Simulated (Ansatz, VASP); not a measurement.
## One calculation of HfGe3W2, two programs

File INCAR:

```
SYSTEM = HfGe3W2
ALGO = Normal ; EDIFF = 1E-6
ENCUT = 520 ; GGA = PE
ISIF = 2 ; ISMEAR = 0
LASPH = .True. ; LCHARG = .False.
LREAL = .False. ; LWAVE = .False.
NBANDS = 49 ; NELM = 80
PREC = Accurate ; SIGMA = 0.1
```

KPOINTS

```
k-points
0
Gamma
  4 4 2
  0 0 0
```

File POSCAR:

```
HfGe3W2
1.0
    3.7885248500      0.0000000000      0.0000000000
    0.0000000000      3.7885248500      0.0000000000
    0.0000000000      0.0000000000      8.8525906000
Hf Ge W
1 3 2
Direct
    0.0000000000      0.0000000000      0.5000000000
    0.5000000000      0.5000000000      0.7511408300
    0.5000000000      0.5000000000      0.2488591700
    0.5000000000      0.5000000000      0.0000000000
    0.0000000000      0.0000000000      0.0000000000
    0.5000000000      0.5000000000      0.5000000000
```

Input for Ansatz:

```yaml
crystal:
  lattice:
    - [3.78852485, 0.0, 0.0]
    - [0.0, 3.78852485, 0.0]
    - [0.0, 0.0, 8.8525906]
  atoms:
    - { symbol: Hf, position: [0.0, 0.0, 0.5] }
    - { symbol: Ge, position: [0.5, 0.5, 0.75114083] }
    - { symbol: Ge, position: [0.5, 0.5, 0.24885917] }
    - { symbol: Ge, position: [0.5, 0.5, 0.0] }
    - { symbol: W, position: [0.0, 0.0, 0.0] }
    - { symbol: W, position: [0.5, 0.5, 0.5] }
basis:
  ecutwfc: 420
kpoints:
  mp_grid: { grid: [4, 4, 2] }
hamiltonian:
  xc: pbe
scf:
  occupations: { method: gaussian, width: 0.1 }
  lower_state_search: "off"
output:
  forces: true
  stress: true
  eigenvalues: true
```

Alike in both runs: task single point; functional PBE; k mesh 4 × 4 × 2; occupations gaussian, width 0.1 eV; no spin polarisation.

|  | VASP | Ansatz |
| --- | --- | --- |
| version | VASP 6.6.1 | Ansatz 0.2.0 |
| potentials or method | VASP PAW PBE potentials, release 64 (Hf_pv, Ge_d, W_sv), cutoff 520 eV | scalar-relativistic, plane waves, PAW |
| valence electrons in the cell | 80 | 96 |

Ansatz gave:

- gap on the k mesh at the Fermi level (eV): none
- pressure (GPa): 8.6
- traceless stress, the component that is largest in VASP (GPa): 26.12
- rms of the force components (eV/Å): 0.453

Question: What did VASP give for the same quantities?

Answer: gap on the k mesh at the Fermi level (eV): none; pressure (GPa): 8.5; traceless stress, the component that is largest in VASP (GPa): 26.33; rms of the force components (eV/Å): 0.464.

Atom by atom the forces differ by 0.012 eV/Å (rms over components). A gap of «none» marks a metal or a gap that the smearing closes. VASP's potentials hold 80 valence electrons a cell and Ansatz's 96, so a difference there can come from the potentials and not from the codes.

The k mesh is coarse, so the values compare programs but aren't converged. Spin-orbit coupling is off throughout.
